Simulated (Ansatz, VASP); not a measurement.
# Re: VASP beside Ansatz

File INCAR:

```
PREC     = Accurate       # precision mode
ENCUT    = 520            # plane-wave cutoff, eV
EDIFF    = 1E-8           # SCF threshold, eV
ISMEAR   = -1             # smearing method
SIGMA    = 0.03           # smearing width, eV
LREAL    = F              # projectors in reciprocal space
LASPH    = T              # aspherical terms in the spheres
NELM     = 80             # most SCF steps
ALGO     = Normal         # electronic algorithm
ISIF     = 2              # what is computed and relaxed
LWAVE    = F              # write WAVECAR
LCHARG   = F              # write CHGCAR
LEFG     = T            
NBANDS   = 10             # bands
```

KPOINTS

```
regular mesh
0
Gamma
  14 14 14
```

Contents of POSCAR:

```
Re
1.0
   -0.0395000000      1.9552500000      1.9552500000
    1.9552500000     -0.0395000000      1.9552500000
    1.9552500000      1.9552500000     -0.0395000000
Re
1
Direct
    0.0000000000      0.0000000000      0.0000000000
```

Input for Ansatz:

```yaml
crystal:
  lattice:
    - [-0.0395, 1.95525, 1.95525]
    - [1.95525, -0.0395, 1.95525]
    - [1.95525, 1.95525, -0.0395]
  atoms:
    - { symbol: Re, position: [0.0, 0.0, 0.0] }
kpoints:
  mp_grid: { grid: [14, 14, 14] }
scf:
  occupations: { method: fermi_dirac, width: 0.03 }
hamiltonian:
  xc: lda
  pseudopotentials: { kind: all_electron, datasets: crystal }
output:
  forces: true
  stress: true
  eigenvalues: true
  efg: { contact_densities: true }
```

Change from the starting cell: equal xy, yz and zx shear strains of -2 %, crystal datasets.

Alike in both runs: task electric field gradients; functional LDA; k mesh 14 × 14 × 14; occupations fermi-dirac, width 0.03 eV; no spin polarisation.

|  | VASP | Ansatz |
| --- | --- | --- |
| version | VASP 6.6.1 | Ansatz 0.2.0 |
| potentials or method | VASP PAW LDA potentials, release 64 (Re), cutoff 520 eV | all-electron PAW with datasets made for the crystal, scalar-relativistic |

|  | VASP | Ansatz | Ansatz less VASP |
| --- | --- | --- | --- |
| pressure (GPa) | -22.7 | -23.3 | -0.59 |
| traceless stress, the component that is largest in VASP (GPa) | 2.81 | 2.87 | +0.062 |
| size of Vzz on the site where it differs most (V/Å²) | 58.7 | 53.2 | -5.51 |

LDA's correlation is that of Perdew and Zunger in VASP and of Perdew and Wang (1992) in Ansatz. Ansatz ran all-electron here, and VASP with PAW potentials.

Neither program's run includes spin-orbit coupling.
